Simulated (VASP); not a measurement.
The system is Zr.

```xyz
1
Lattice="0.0000 2.2550 2.2550 2.2550 0.0000 2.2550 2.2550 2.2550 0.0000" Properties=species:S:1:pos:R:3 pbc="T T T"
Zr    0.0000    0.0000    0.0000
```

Base run:

```yaml
Program: VASP 6.6.1
Functional: PBEsol
Potentials_or_basis: VASP PAW PBE potentials, release 64 (Zr_sv)
Cutoff: 520 eV
k_mesh: 13 × 13 × 13
Occupations: fermi-dirac, width 0.05 eV
Spin: no spin polarisation
```

Its results: band gap on the k mesh zero (band 6 reaches 9.90 eV, above the bottom of band 7 at 8.35 eV); pressure -2.6 GPa.

Question: After a change of settings the same cell gave: band gap on the k mesh zero (band 6 reaches 9.81 eV, above the bottom of band 7 at 8.29 eV); pressure -5.5 GPa. Which change was it?
A. functional from PBEsol to r2SCAN
B. functional from PBEsol to LDA; potentials or basis from VASP PAW PBE potentials, release 64 (Zr_sv) to VASP PAW LDA potentials, release 64 (Zr_sv)
C. functional from PBEsol to PBE; further incar settings from ALGO = Normal; EDIFF = 1e-08; NBANDS = 12 to ALGO = Normal; EDIFF = 1e-07; NBANDS = 12
D. functional from PBEsol to PBE

Answer: B.

Caveats: the PAW data sets were made with another functional, which shifts forces and pressure a little (some runs).
